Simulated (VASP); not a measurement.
# Rh (P6_3/mmc) in VASP: single point with LDA

Aim: the single point of Rh with LDA.

Everything below comes from runs of VASP 6.6.1. Logs are shortened: lines on timing, memory, paths and dates and some standing lists are left out, and cuts for length are marked.

### 1 The cell of the first run

Symmetry: P6_3/mmc, No. 194, hexagonal system. The conventional cell has a = 2.731 Å, b = 2.731 Å, c = 4.428 Å, α = 90.00°, β = 90.00°, γ = 120.00°. Within 3.6 Å of Rh (site symmetry -6m2) lie 12 Rh at 2.72 to 2.73 Å.

This isn't the form of Rh at room conditions, which is fcc.

### 2 Single point, LDA, non-collinear spin, zero start, spin-orbit coupling

Input file INCAR:

```
SYSTEM = Rh
PREC = Accurate
ENCUT = 500
EDIFF = 1E-6
ISMEAR = -1
SIGMA = 0.1
LREAL = .FALSE.
LASPH = .TRUE.
NELM = 200
ALGO = Normal
ISIF = 2
LWAVE = .FALSE.
LCHARG = .FALSE.
MAGMOM = 0 0 0 0 0 0
LORBIT = 11
LSORBIT = .TRUE.
GGA_COMPAT = .FALSE.
LORBMOM = .TRUE.
LMAXMIX = 4
NBANDS = 42
```

Input file KPOINTS:

```
Automatic mesh
0
G
  14 14 8
  0 0 0
```

Input file POSCAR:

```
Rh
1.0
    2.7309800000      0.0000000000      0.0000000000
   -1.3654900000      2.3651000000      0.0000000000
    0.0000000000      0.0000000000      4.4284900000
Rh
2
Direct
    0.6666666667      0.3333333333      0.7500000000
    0.3333333333      0.6666666667      0.2500000000
```

Potentials or basis: VASP PAW LDA potentials, release 64 (Rh_pv).

Command:

```console
> cat potpaw_LDA.64/Rh_pv/POTCAR > POTCAR
> mpirun -np 1 vasp_ncl > vasp.out
```

OUTCAR:

```text
SYSTEM = Rh
   PREC = Accurate
   ENCUT = 500
   EDIFF = 1E-6
   ISMEAR = -1
   LREAL = .FALSE.
   LASPH = .TRUE.
   NELM = 200
   ISIF = 2
   LORBIT = 11
   LSORBIT = .TRUE.

 ion  position               nearest neighbor table
   1  0.667  0.333  0.750-   2 2.72   2 2.72   2 2.72   2 2.72   2 2.72   2 2.72
   2  0.333  0.667  0.250-   1 2.72   1 2.72   1 2.72   1 2.72   1 2.72   1 2.72

  LATTYP: Found a hexagonal cell.
 ALAT       =     2.7309800000
 C/A-ratio  =     1.6215754052

  Lattice vectors:

 A1 = (   2.7309800000,   0.0000000000,   0.0000000000)
 A2 = (  -1.3654900000,   2.3651000000,   0.0000000000)
 A3 = (   0.0000000000,   0.0000000000,   4.4284900000)

Analysis of symmetry for initial positions (statically):
=====================================================================
 Subroutine PRICEL returns:
 Original cell was already a primitive cell.

 Routine SETGRP: Setting up the symmetry group for a
 hexagonal supercell.

 Subroutine GETGRP returns: Found 24 space group operations
 (whereof 12 operations were pure point group operations)
 out of a pool of 24 trial point group operations.

The static configuration has the point symmetry D_3d.
 The point group associated with its full space group is D_6h.

Analysis of symmetry for dynamics (positions and initial velocities):
=====================================================================
 Subroutine PRICEL returns:
 Original cell was already a primitive cell.

 Routine SETGRP: Setting up the symmetry group for a
 hexagonal supercell.

 Subroutine GETGRP returns: Found 24 space group operations
 (whereof 12 operations were pure point group operations)
 out of a pool of 24 trial point group operations.

The dynamic configuration has the point symmetry D_3d.
 The point group associated with its full space group is D_6h.

Analysis of structural, dynamic, and magnetic symmetry:
=====================================================================
 Subroutine PRICEL returns:
 Original cell was already a primitive cell.

 Routine SETGRP: Setting up the symmetry group for a
 hexagonal supercell.

 Subroutine GETGRP returns: Found 24 space group operations
 (whereof 12 operations were pure point group operations)
 out of a pool of 24 trial point group operations.

The overall configuration has the point symmetry D_3d.
 The point group associated with its full space group is D_6h.

 Subroutine INISYM returns: Found 24 space group operations
 (whereof 12 operations are pure point group operations),
 and found     1 'primitive' translations

----------------------------------------------------------------------------------------

                                     Primitive cell

  volume of cell :      28.6038

  direct lattice vectors                    reciprocal lattice vectors
     2.730980000  0.000000000  0.000000000     0.366168921  0.211407551  0.000000000
    -1.365490000  2.365100000  0.000000000     0.000000000  0.422815103  0.000000000
     0.000000000  0.000000000  4.428490000     0.000000000  0.000000000  0.225810604

  length of vectors
     2.730980000  2.730981682  4.428490000     0.422815363  0.422815103  0.225810604

  position of ions in fractional coordinates (direct lattice)
     0.666666667  0.333333333  0.750000000
     0.333333333  0.666666667  0.250000000

  ion indices of the primitive-cell ions
   primitive index   ion index
                 1           1
                 2           2

----------------------------------------------------------------------------------------

 KPOINTS: Automatic mesh

Automatic generation of k-mesh.
 Grid dimensions read from file:
 generate k-points for:   14   14    8

 Generating k-lattice:

  Cartesian coordinates                     Fractional coordinates (reciprocal lattice)
     0.026154923  0.015100539  0.000000000     0.071428571 -0.000000000  0.000000000
     0.000000000  0.030201079  0.000000000     0.000000000  0.071428571  0.000000000
[... 98 lines left out ...]

 number of electron      30.0000012 magnetization       0.0000000     -0.0000000      0.0000000

 number of electron      30.0000012 magnetization      -0.0000000     -0.0000000      0.0000000

 Free energy of the ion-electron system (eV)
  ---------------------------------------------------
  ext. energy  EPLUGINS =         0.00000000
  ---------------------------------------------------
  free energy    TOTEN  =       -17.53816082 eV

  energy without entropy =      -17.42139026  energy(sigma->0) =      -17.47977554

 E-fermi :  11.0772     XC(G=0): -14.1000

 val. band max:       11.0692494031   @ k =   0.3571   0.0714   0.2500
 cond. band min:      11.0837654638   @ k =   0.0000   0.0000   0.2500
 fundamental gap:      0.0145160607
 Fermi energy:        11.0771820342

 k-point     1 :       0.0000    0.0000    0.0000
  band No.  band energies     occupation
      1     -37.9486      1.00000
      2     -37.9486      1.00000
      3     -37.6938      1.00000
      4     -37.6938      1.00000
      5     -34.3103      1.00000
      6     -34.3103      1.00000
[... 1069 lines left out ...]
     41      24.3743      0.00000
     42      24.3743      0.00000

 [... further k-points ...]
[... 5 lines left out ...]
  --------------------------------------------------------------------------------------
  -------------------------------------------------------------------------------------
  Total       -3.0850629     -3.0850680     -3.4002672      0.0000000      0.0000000      0.0000000
  in kB     -172.8028541   -172.8031380   -190.4583111      0.0000000      0.0000000      0.0000000
  external PRESSURE =    -178.6881011 kB  Pullay stress =       0.0000000 kB

 VOLUME and BASIS-vectors are now :
 -----------------------------------------------------------------------------
  energy-cutoff  :      500.00
  volume of cell :       28.60
      direct lattice vectors                 reciprocal lattice vectors
     2.730980000  0.000000000  0.000000000     0.366168921  0.211407551  0.000000000
    -1.365490000  2.365100000  0.000000000     0.000000000  0.422815103  0.000000000
     0.000000000  0.000000000  4.428490000     0.000000000  0.000000000  0.225810604

 POSITION                                       TOTAL-FORCE (eV/Angst)
 -----------------------------------------------------------------------------------
      1.36549      0.78837      3.32137        -0.000000     -0.000000      0.000000
     -0.00000      1.57673      1.10712         0.000000      0.000000     -0.000000
 -----------------------------------------------------------------------------------
    total drift:                                0.000000      0.000000      0.000000

  FREE ENERGIE OF THE ION-ELECTRON SYSTEM (eV)
  ---------------------------------------------------
  free  energy   TOTEN  =       -17.5381608198 eV

  energy  without entropy=      -17.4213902614  energy(sigma->0) =      -17.47977554

 orbital moment (x)

 # of ion     p       d       tot
 ----------------------------------------
  1         0.000   0.000   0.000
  2         0.000   0.000   0.000
 ----------------------------------------
            0.000   0.000   0.000

 orbital moment (y)

 # of ion     p       d       tot
 ----------------------------------------
  1        -0.000   0.000  -0.000
  2        -0.000  -0.000  -0.000
 ----------------------------------------
           -0.000  -0.000  -0.000

 orbital moment (z)

 # of ion     p       d       tot
 ----------------------------------------
  1         0.000   0.000   0.000
  2         0.000   0.000   0.000
 ----------------------------------------
            0.000   0.000   0.000

 Spin-Orbit-Coupling matrix elements

 Ion:    1  E_soc:     -0.3218644
 l=   1
     0.0000000    -0.0427784    -0.0428386
    -0.0427784     0.0000000    -0.0427784
    -0.0428386    -0.0427784     0.0000000
 l=   2
     0.0000000    -0.0022543     0.0000000    -0.0022543    -0.0086781
    -0.0022543     0.0000000    -0.0062896    -0.0022622    -0.0022543
     0.0000000    -0.0062896     0.0000000    -0.0062896     0.0000000
    -0.0022543    -0.0022622    -0.0062896     0.0000000    -0.0022543
    -0.0086781    -0.0022543     0.0000000    -0.0022543     0.0000000
 l=   3
     0.0000000     0.0000000     0.0000000     0.0000000     0.0000000     0.0000000     0.0000000
     0.0000000     0.0000000     0.0000000     0.0000000     0.0000000     0.0000000     0.0000000
     0.0000000     0.0000000     0.0000000     0.0000000     0.0000000     0.0000000     0.0000000
     0.0000000     0.0000000     0.0000000     0.0000000     0.0000000     0.0000000     0.0000000
     0.0000000     0.0000000     0.0000000     0.0000000     0.0000000     0.0000000     0.0000000
     0.0000000     0.0000000     0.0000000     0.0000000     0.0000000     0.0000000     0.0000000
     0.0000000     0.0000000     0.0000000     0.0000000     0.0000000     0.0000000     0.0000000

 Ion:    2  E_soc:     -0.3218644
 l=   1
     0.0000000    -0.0427784    -0.0428386
    -0.0427784     0.0000000    -0.0427784
    -0.0428386    -0.0427784     0.0000000
 l=   2
     0.0000000    -0.0022543     0.0000000    -0.0022543    -0.0086781
    -0.0022543     0.0000000    -0.0062896    -0.0022622    -0.0022543
     0.0000000    -0.0062896     0.0000000    -0.0062896     0.0000000
    -0.0022543    -0.0022622    -0.0062896     0.0000000    -0.0022543
    -0.0086781    -0.0022543     0.0000000    -0.0022543     0.0000000
 l=   3
     0.0000000     0.0000000     0.0000000     0.0000000     0.0000000     0.0000000     0.0000000
     0.0000000     0.0000000     0.0000000     0.0000000     0.0000000     0.0000000     0.0000000
     0.0000000     0.0000000     0.0000000     0.0000000     0.0000000     0.0000000     0.0000000
     0.0000000     0.0000000     0.0000000     0.0000000     0.0000000     0.0000000     0.0000000
     0.0000000     0.0000000     0.0000000     0.0000000     0.0000000     0.0000000     0.0000000
     0.0000000     0.0000000     0.0000000     0.0000000     0.0000000     0.0000000     0.0000000
     0.0000000     0.0000000     0.0000000     0.0000000     0.0000000     0.0000000     0.0000000

 total charge

# of ion       s       p       d       tot
------------------------------------------
    1        0.396   6.282   7.042  13.720
    2        0.396   6.282   7.042  13.720
--------------------------------------------------
tot          0.793  12.564  14.084  27.441

 magnetization (x)

# of ion       s       p       d       tot
------------------------------------------
    1       -0.000   0.000   0.000   0.000
    2       -0.000   0.000   0.000   0.000
--------------------------------------------------
tot         -0.000   0.000   0.000   0.000

 magnetization (y)

# of ion       s       p       d       tot
------------------------------------------
    1        0.000  -0.000  -0.000  -0.000
    2        0.000  -0.000  -0.000  -0.000
--------------------------------------------------
tot          0.000  -0.000  -0.000  -0.000

 magnetization (z)

# of ion       s       p       d       tot
------------------------------------------
    1        0.000   0.000   0.000   0.000
    2        0.000   0.000   0.000   0.000
--------------------------------------------------
tot          0.000   0.000   0.000   0.000
```

It took 4.2 min on 1 thread of Intel Xeon 8259CL, shared host; peak memory 0.3 GiB.

Results:

| Property | Result |
| --- | --- |
| Free energy | -17.5382 eV |
| Pressure | -17.9 GPa |
| Net moment | 0.00 μB per cell |
| Valence electrons inside the program's atomic spheres | Rh 13.72 |

Stress tensor (GPa, compression positive):
```
-17.28   0.00   0.00
  0.00 -17.28   0.00
  0.00   0.00 -19.05
```

Moments on the atoms (μB; x, y, z):
```
Rh  0.00 0.00 0.00
Rh  0.00 0.00 0.00
```

Caveat: the cell stands under tension.
